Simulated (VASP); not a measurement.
# Rh (P6_3/mmc) in VASP: a series of runs, part 2 of 2

VASP 6.6.1. Earlier steps stand in the parts before.

## 4. Single point, PBEsol

This run uses another cell than the first one, of 15.30 Å³/atom, 1.059 times its volume.

INCAR reads:

```
PREC     = Accurate       # precision mode
ENCUT    = 520            # plane-wave cutoff, eV
EDIFF    = 1E-6           # SCF threshold, eV
ISMEAR   = 0              # smearing method
SIGMA    = 0.1            # smearing width, eV
LREAL    = False          # projectors in reciprocal space
LASPH    = True           # aspherical terms in the spheres
NELM     = 80             # most SCF steps
ALGO     = Normal         # electronic algorithm
ISIF     = 2              # what is computed and relaxed
LWAVE    = False          # write WAVECAR
LCHARG   = False          # write CHGCAR
GGA      = PS             # functional
NBANDS   = 22             # bands
```

KPOINTS reads:

```
regular mesh
0
Gamma
  12 12 7
```

POSCAR reads:

```
Rh
1.0
    2.7932712554      0.0000000000      0.0000000000
   -1.3966356277      2.4190458539      0.0000000000
    0.0000000000      0.0000000000      4.5294999677
Rh
2
Direct
    0.6666666667      0.3333333333      0.7500000000
    0.3333333333      0.6666666667      0.2500000000
```

Potentials or basis: VASP PAW PBE potentials, release 64 (Rh_pv).

Started as:

```bash
> cat potpaw_PBE.64/Rh_pv/POTCAR > POTCAR
> mpirun -np 1 vasp_std > vasp.out
```

OUTCAR:

```text
PREC = Accurate
   ENCUT = 520
   EDIFF = 1E-6
   ISMEAR = 0
   LREAL = False
   LASPH = True
   NELM = 80
   ISIF = 2
   GGA = PS

 ion  position               nearest neighbor table
   1  0.667  0.333  0.750-   2 2.78   2 2.78   2 2.78   2 2.78   2 2.78   2 2.78
   2  0.333  0.667  0.250-   1 2.78   1 2.78   1 2.78   1 2.78   1 2.78   1 2.78

  LATTYP: Found a hexagonal cell.
 ALAT       =     2.7932712554
 C/A-ratio  =     1.6215754052

  Lattice vectors:

 A1 = (   2.7932712554,   0.0000000000,   0.0000000000)
 A2 = (  -1.3966356277,   2.4190458539,   0.0000000000)
 A3 = (   0.0000000000,   0.0000000000,   4.5294999677)

Analysis of symmetry for initial positions (statically):
=====================================================================
 Subroutine PRICEL returns:
 Original cell was already a primitive cell.

 Routine SETGRP: Setting up the symmetry group for a
 hexagonal supercell.

 Subroutine GETGRP returns: Found 24 space group operations
 (whereof 12 operations were pure point group operations)
 out of a pool of 24 trial point group operations.

The static configuration has the point symmetry D_3d.
 The point group associated with its full space group is D_6h.

Analysis of symmetry for dynamics (positions and initial velocities):
=====================================================================
 Subroutine PRICEL returns:
 Original cell was already a primitive cell.

 Routine SETGRP: Setting up the symmetry group for a
 hexagonal supercell.

 Subroutine GETGRP returns: Found 24 space group operations
 (whereof 12 operations were pure point group operations)
 out of a pool of 24 trial point group operations.

The dynamic configuration has the point symmetry D_3d.
 The point group associated with its full space group is D_6h.

 Subroutine INISYM returns: Found 24 space group operations
 (whereof 12 operations are pure point group operations),
 and found     1 'primitive' translations

----------------------------------------------------------------------------------------

                                     Primitive cell

  volume of cell :      30.6061

  direct lattice vectors                    reciprocal lattice vectors
     2.793271255  0.000000000  0.000000000     0.358003183  0.206693064  0.000000000
    -1.396635628  2.419045854  0.000000000     0.000000000  0.413386128  0.000000000
     0.000000000  0.000000000  4.529499968     0.000000000  0.000000000  0.220774922

  length of vectors
     2.793271255  2.793272976  4.529499968     0.413386383  0.413386128  0.220774922

  position of ions in fractional coordinates (direct lattice)
     0.666666667  0.333333333  0.750000000
     0.333333333  0.666666667  0.250000000

  ion indices of the primitive-cell ions
   primitive index   ion index
                 1           1
                 2           2

----------------------------------------------------------------------------------------

 KPOINTS: regular mesh

Automatic generation of k-mesh.
 Grid dimensions read from file:
 generate k-points for:   12   12    7

 Generating k-lattice:

  Cartesian coordinates                     Fractional coordinates (reciprocal lattice)
     0.029833599  0.017224422  0.000000000     0.083333333  0.000000000  0.000000000
     0.000000000  0.034448844  0.000000000     0.000000000  0.083333333  0.000000000
     0.000000000  0.000000000  0.031539275     0.000000000  0.000000000  0.142857143

  Length of vectors
     0.034448865  0.034448844  0.031539275

  Shift w.r.t. Gamma in fractional coordinates (k-lattice)
     0.000000000  0.000000000  0.000000000

 Subroutine IBZKPT returns following result:
 ===========================================

 Found     76 irreducible k-points:

 Following reciprocal coordinates:
            Coordinates               Weight
  0.000000  0.000000  0.000000      1.000000
  0.083333  0.000000  0.000000      6.000000
  0.166667  0.000000  0.000000      6.000000
  0.250000  0.000000  0.000000      6.000000
  0.333333 -0.000000  0.000000      6.000000
  0.416667  0.000000  0.000000      6.000000
[... 16 lines left out ...]
  0.250000  0.000000  0.142857     12.000000
  0.333333 -0.000000  0.142857     12.000000
 [... further k-points ...]
   k-points           NKPTS =     76   k-points in BZ     NKDIM =     76   number of bands    NBANDS=     22
   number of dos      NEDOS =    301   number of ions     NIONS =      2
   total plane-waves  NPLWV =  20736
   dimension x,y,z NGX =    24 NGY =   24 NGZ =   36
   dimension x,y,z NGXF=    48 NGYF=   48 NGZF=   72
   ions per type =               2
   NGX,Y,Z   is equivalent  to a cutoff of  14.28, 14.28, 13.21 a.u.
   NGXF,Y,Z  is equivalent  to a cutoff of  28.57, 28.57, 26.43 a.u.
 SYSTEM =  unknown system
   PREC   = accura    normal or accurate (medium, high low for compatibility)
   ISTART =      0    job   : 0-new  1-cont  2-samecut
   ICHARG =      2    charge: 1-file 2-atom 10-const
   ISPIN  =      1    spin polarized calculation?
   LNONCOLLINEAR =      F non collinear calculations
   LSORBIT =      F    spin-orbit coupling
   LASPH  =      T    aspherical Exc in radial PAW
   ENCUT  =  520.0 eV  38.22 Ry    6.18 a.u.   5.19  5.19  8.42*2*pi/ulx,y,z
   NELM   =     80;   NELMIN=  2; NELMDL= -5     # of ELM steps
   EDIFF  = 0.1E-05   stopping-criterion for ELM
   LREAL  =      F    real-space projection
   EDIFFG = 0.1E-04   stopping-criterion for IOM
   NSW    =      0    number of steps for IOM
   IBRION =     -1    ionic relax: 0-MD 1-quasi-New 2-CG
   NFREE  =      0    steps in history (QN), initial steepest desc. (CG)
   ISIF   =      2    stress and relaxation
   ISYM   =      2    0-nonsym 1-usesym 2-fastsym
   POTIM  = 0.5000    time-step for ionic-motion
   TEBEG  =    0.0;   TEEND  =   0.0 temperature during run
   PSTRESS=    0.0 pullay stress
   NELECT =      30.0000    total number of electrons
   NUPDOWN=      -1.0000    fix difference up-down
   EMIN   =  10.00;   EMAX   =-10.00  energy-range for DOS
   EFERMI =   0.00;   METHOD = LEGACY
   ISMEAR =     0;   SIGMA  =   0.10  broadening in eV -4-tet -1-fermi 0-gaus
   EFERMI_NEDOS =   21; number of points for ismear=-14 and -15
   IALGO  =     38    algorithm
   IMIX   =      4    mixing-type and parameters
     AMIX     =   0.40;   BMIX     =  1.00
     AMIX_MAG =   1.60;   BMIX_MAG =  1.00
  volume/ion in A,a.u.               =      15.30       103.27
  Fermi-wavevector in a.u.,A,eV,Ry     =   1.626220  3.073111 35.981873  2.644593
  Thomas-Fermi vector in A             =   2.719215
   LORBIT       =      0    0 simple, 1 ext, 2 COOP (PROOUT), +10 PAW based schemes
   GGA     = PS    functional components
   LHFCALC =     F    Hartree Fock is set to
   AEXX    =    0.0000 exact exchange contribution
   IVDW    =     0    specifies the selected vdW correction
   LEPSILON=     F    determine dielectric tensor
   LRPA    =     F    only Hartree local field effects (RPA)
 non-spin polarized calculation
 Gauss-broadening in eV      SIGMA  =   0.10
  energy-cutoff  :      520.00
  volume of cell :       30.61
 maximum number of plane-waves:       838
 NGX is ok and might be reduce to    24
   NGX = 11   NGY = 11   NGZ = 17

 number of electron      30.0000001 magnetization

 Free energy of the ion-electron system (eV)
  ---------------------------------------------------
  ext. energy  EPLUGINS =         0.00000000
  ---------------------------------------------------
  free energy    TOTEN  =       -15.88273837 eV

  energy without entropy =      -15.86229762  energy(sigma->0) =      -15.87251799

 E-fermi :   9.9846     XC(G=0): -13.5375

 val. band max:        9.9790446805   @ k =   0.4167   0.0000   0.2857
 cond. band min:       9.9882317660   @ k =   0.0000   0.0000   0.2857
 fundamental gap:      0.0091870854
 Fermi energy:         9.9846043324

 k-point     1 :       0.0000    0.0000    0.0000
  band No.  band energies     occupation
      1     -36.7699      2.00000
      2     -36.3153      2.00000
      3     -36.3153      2.00000
      4     -36.2556      2.00000
      5     -36.2409      2.00000
      6     -36.2409      2.00000
[... 14 lines left out ...]
     21      27.8488      0.00000
     22      28.3692      0.00000

 k-point     2 :       0.0833    0.0000    0.0000
  band No.  band energies     occupation
      1     -36.7589      2.00000
      2     -36.3404      2.00000
      3     -36.3235      2.00000
      4     -36.2670      2.00000
      5     -36.2602      2.00000
      6     -36.2450      2.00000
[... 542 lines left out ...]
 k-point    24 :       0.3333   -0.0000    0.1429
  band No.  band energies     occupation
      1     -36.6539      2.00000
      2     -36.5601      2.00000
      3     -36.5308      2.00000
      4     -36.3969      2.00000
      5     -36.3297      2.00000
      6     -36.2970      2.00000
[... 14 lines left out ...]
     21      24.4878      0.00000
     22      24.8353      0.00000

 [... further k-points ...]
[... 5 lines left out ...]
  --------------------------------------------------------------------------------------
  -------------------------------------------------------------------------------------
  Total       -4.9282199     -4.9282280     -5.0791847     -0.0000000     -0.0000000      0.0000000
  in kB     -257.9842486   -257.9846724   -265.8870076     -0.0000000     -0.0000000      0.0000000
  external PRESSURE =    -260.6186429 kB  Pullay stress =       0.0000000 kB

 VOLUME and BASIS-vectors are now :
 -----------------------------------------------------------------------------
  energy-cutoff  :      520.00
  volume of cell :       30.61
      direct lattice vectors                 reciprocal lattice vectors
     2.793271255  0.000000000  0.000000000     0.358003183  0.206693064  0.000000000
    -1.396635628  2.419045854  0.000000000     0.000000000  0.413386128  0.000000000
     0.000000000  0.000000000  4.529499968     0.000000000  0.000000000  0.220774922

 POSITION                                       TOTAL-FORCE (eV/Angst)
 -----------------------------------------------------------------------------------
      1.39664      0.80635      3.39712        -0.000000     -0.000000      0.000000
     -0.00000      1.61270      1.13237         0.000000      0.000000      0.000000
 -----------------------------------------------------------------------------------
    total drift:                               -0.000000      0.000000     -0.000000

  FREE ENERGIE OF THE ION-ELECTRON SYSTEM (eV)
  ---------------------------------------------------
  free  energy   TOTEN  =       -15.8827383688 eV

  energy  without entropy=      -15.8622976158  energy(sigma->0) =      -15.87251799
```

Wall time 26 s (1 thread of AMD EPYC 9R45 (Zen 5), shared host); peak memory 0.15 GiB.

Results:

- Free energy: -15.8827 eV
- Pressure: -26.1 GPa
- Band gap on the k mesh: zero (band 15 reaches 10.48 eV, above the bottom of band 16 at 8.46 eV)

Levels at points of the mesh, in eV from the Fermi level:
```tsv
k point	band 11	band 12	band 13	band 14	band 15	band 16	band 17	band 18	band 19	band 20
(0.00, 0.00, 0.00)	-2.58	-2.15	-2.15	-1.62	-1.62	0.10	0.10	0.75	7.53	15.78
(0.50, 0.00, 0.00)	-2.33	-1.94	-1.87	0.35	0.50	0.60	2.69	4.57	9.49	9.93
```

Caveat: the PAW data sets were made with another functional, which shifts forces and pressure a little.

## 5. The runs side by side

```tsv
cell	gap on the mesh (eV)	pressure (GPa)
a = 2.740, b = 2.740, c = 4.443 Å, angles 90.0, 90.0, 120.0°, 2 atoms	none	-16.0
a = 2.767, b = 2.767, c = 4.487 Å, angles 90.0, 90.0, 120.0°, 2 atoms	none	-21.5
a = 2.793, b = 2.793, c = 4.529 Å, angles 90.0, 90.0, 120.0°, 2 atoms	none	-26.1
```

Alike in all rows: task single point; level PBEsol; potentials or basis VASP PAW PBE potentials, release 64 (Rh_pv); no spin polarisation; k mesh 12 × 12 × 7; cutoff (eV) 520; smearing gaussian 0.1 eV.

Caveats: the PAW data sets were made with another functional, which shifts forces and pressure a little.

Absolute energies hang on the potentials; compare differences alone.
